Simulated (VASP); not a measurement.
## SnSe2 (1T): single point with PBE+D3(BJ)

The system is SnSe2 (1T).

```
Sn Se
1.0
     3.79888    0.00000    0.00000
    -1.89944    3.28993    0.00000
     0.00000    0.00000    5.70146
Sn Se
1 2
Cartesian
  0.0000 0.0000 0.0000
  0.0000 2.1933 1.5899
  1.8994 1.0966 4.1116
```

| Item | Value |
| --- | --- |
| Program | VASP 6.6.1 |
| Task | single point |
| Functional | PBE |
| Dispersion | D3(BJ) |
| Potentials or basis | VASP PAW PBE potentials, release 64 (Sn_d, Se) |
| Cutoff | 520 eV |
| k mesh | 12 × 12 × 8 |
| Occupations | gaussian, width 0.03 eV |
| Spin | no spin polarisation |

The pressure is 3.1 GPa and the largest force is 0.017 eV/Å. The band gap on the k mesh is 0.06 eV, indirect (least direct gap 0.69 eV). The dispersion energy per atom is -0.394 eV.

Forces on the atoms (eV/Å):
```
Sn   0.000  0.000  0.000
Se   0.000  0.000  0.017
Se   0.000  0.000 -0.017
```

Levels at points of the mesh, in eV from the valence-band top:
```csv
k point,band 11,band 12,band 13,band 14,band 15,band 16
"(0.00, 0.00, 0.00)",-1.02,-1.02,-0.19,0.51,2.71,4.33
"(0.50, 0.00, 0.00)",-3.19,-2.42,-0.57,1.11,3.20,4.38
"(0.00, 0.00, 0.50)",-1.32,-0.56,-0.56,2.49,2.52,3.71
"(0.50, 0.00, 0.50)",-2.29,-1.60,-1.59,0.56,3.53,4.29
```

It took 110 s on 1 thread of AMD EPYC 7R43 64-Core Processor (Zen 3) (shared host), peak memory 0.28 GiB.

Caveat: spin-orbit coupling is left out, which moves the levels of the heavy elements. A k mesh can miss the band edges.
